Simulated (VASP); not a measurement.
Rh, 1 atom in the cell. It takes space group R-3m (No. 166, trigonal). The conventional cell has a = 2.676 Å, b = 2.676 Å, c = 6.653 Å, α = 90.00°, β = 90.00°, γ = 120.00°. Within 3.5 Å of Rh (site symmetry -3m) lie 12 Rh at 2.68 to 2.70 Å.  This cell differs from its parent crystal: equal xy, yz and zx shear strains of +1 %.

* Program: VASP 6.6.1
* Task: single point
* Functional: PBE
* Potentials or basis: VASP PAW PBE potentials, release 64 (Rh_pv)
* Cutoff: 520 eV
* k mesh: 16 × 16 × 16
* Occupations: fermi-dirac, width 0.08 eV
* Spin: no spin polarisation
* Dipole correction: no
* Further INCAR settings: ALGO = Normal; EDIFF = 1e-07; NBANDS = 14

Potentials or basis: VASP PAW PBE potentials, release 64 (Rh_pv).

Command:

```sh
$ cat potpaw_PBE.64/Rh_pv/POTCAR > POTCAR
$ mpirun -np 1 vasp_std > vasp.out
```

Hardware: 1 thread of Intel(R) Xeon(R) 6975P-C (Granite Rapids) (shared host).

Question: How long does it take, and how much memory?

Answer: Wall time 24 s on 1 thread of Intel(R) Xeon(R) 6975P-C (Granite Rapids), on a shared host, peak memory 0.18 GiB. Counts: scf iterations 12, k points 417.
